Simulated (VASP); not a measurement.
A run of VASP 6.6.1 is set up as follows.

File INCAR:

```
PREC = Accurate
ENCUT = 600
EDIFF = 1E-6
ISMEAR = 0
SIGMA = 0.1
LREAL = False
LASPH = True
NELM = 100
ALGO = Fast
ISIF = 3
LWAVE = False
LCHARG = False
GGA = PS
IBRION = 2
NSW = 100
EDIFFG = -0.005
```

File KPOINTS:

```
regular mesh
0
Gamma
  12 12 12
```

File POSCAR:

```
AlCu3
1.0
    3.6373766700      0.0000000000      0.0000000000
    0.0000000000      3.6373766700      0.0000000000
    0.0000000000      0.0000000000      3.6373766700
Al Cu
1 3
Direct
    0.0000000000      0.0000000000      0.0000000000
    0.5000000000      0.5000000000      0.0000000000
    0.5000000000      0.0000000000      0.5000000000
    0.0000000000      0.5000000000      0.5000000000
```

Potentials or basis: VASP PAW PBE potentials, release 64 (Al, Cu).

Command:

```console
$ cat potpaw_PBE.64/Al/POTCAR potpaw_PBE.64/Cu/POTCAR > POTCAR
$ mpirun -np 1 vasp_std > vasp.out
```

(1) What does it give for the relaxed volume?

(2) Predict the band gap on the k mesh.

Answers

(1) 12.02 Å³/atom.

(2) zero (bands 18 and 19 overlap by 5.53 eV).

Caveat: the PAW data sets were made with another functional, which shifts forces and pressure a little.
